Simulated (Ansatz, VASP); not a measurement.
**Ta in VASP and in Ansatz**

Contents of INCAR:

```
SYSTEM = Ta
PREC = Accurate ; ENCUT = 520
EDIFF = 1E-6 ; ISMEAR = -1
SIGMA = 0.1 ; LREAL = .FALSE.
LASPH = .TRUE. ; NELM = 100
ALGO = Normal ; ISIF = 2
LWAVE = .FALSE. ; LCHARG = .FALSE.
GGA = PS ; NBANDS = 24
```

The input KPOINTS:

```
Automatic mesh
0
G
  9 9 13
  0 0 0
```

File POSCAR:

```
Ta
1.0
    4.9913709979      0.0000000000      0.0000000000
   -2.4956854989      4.3226540839      0.0000000000
    0.0000000000      0.0000000000      2.8027921254
Ta
3
Direct
    0.0000000000      1.0000000000      0.0000000000
    0.3333333333      0.6666666667      0.5000000000
    0.6666666667      0.3333333333      0.5000000000
```

Input for Ansatz:

```yaml
crystal:
  lattice:
    - [4.9913709979, 0.0, 0.0]
    - [-2.4956854989, 4.3226540839, 0.0]
    - [0.0, 0.0, 2.8027921254]
  atoms:
    - { symbol: Ta, position: [0.0, 1.0, 0.0] }
    - { symbol: Ta, position: [0.3333333333, 0.6666666667, 0.5] }
    - { symbol: Ta, position: [0.6666666667, 0.3333333333, 0.5] }
hamiltonian:
  xc: pbesol
  pseudopotentials:
    kind: paw
    azcp:
      Ta: "pseudopotentials/Ta.paw.azcp"
basis:
  ecutwfc: 420
  fft_grid_basis: typed
kpoints:
  mp_grid: { grid: [9, 9, 13], shift: [0, 0, 0] }
magnetization:
  spin_polarized: false
scf:
  occupations: { method: fermi_dirac, width: 0.1 }
  lower_state_search: "off"
output:
  stress: true
  write_density: true
  write_potential: true
  elf: true
  volumetric_format: npy
```

Alike in both runs: task single point; functional PBEsol; k mesh 9 × 9 × 13; occupations fermi-dirac, width 0.1 eV; no spin polarisation.

|  | VASP | Ansatz |
| --- | --- | --- |
| version | VASP 6.6.1 | Ansatz 0.2.0 |
| potentials or method | VASP PAW PBE potentials, release 64 (Ta_pv), cutoff 520 eV | plane waves (420 eV) with PAW, scalar-relativistic |
| valence electrons in the cell | 33 | 39 |

|  | VASP | Ansatz | Ansatz less VASP |
| --- | --- | --- | --- |
| pressure (GPa) | -18.0 | -18.0 | -0.04 |
| traceless stress, the component that is largest in VASP (GPa) | -1.38 | -1.40 | -0.023 |

VASP's potentials were made for PBE, not for PBEsol, and Ansatz warns of the same on its side. VASP's potentials hold 33 valence electrons a cell and Ansatz's 39, so a difference there can come from the potentials and not from the codes.

Neither program's run includes spin-orbit coupling.
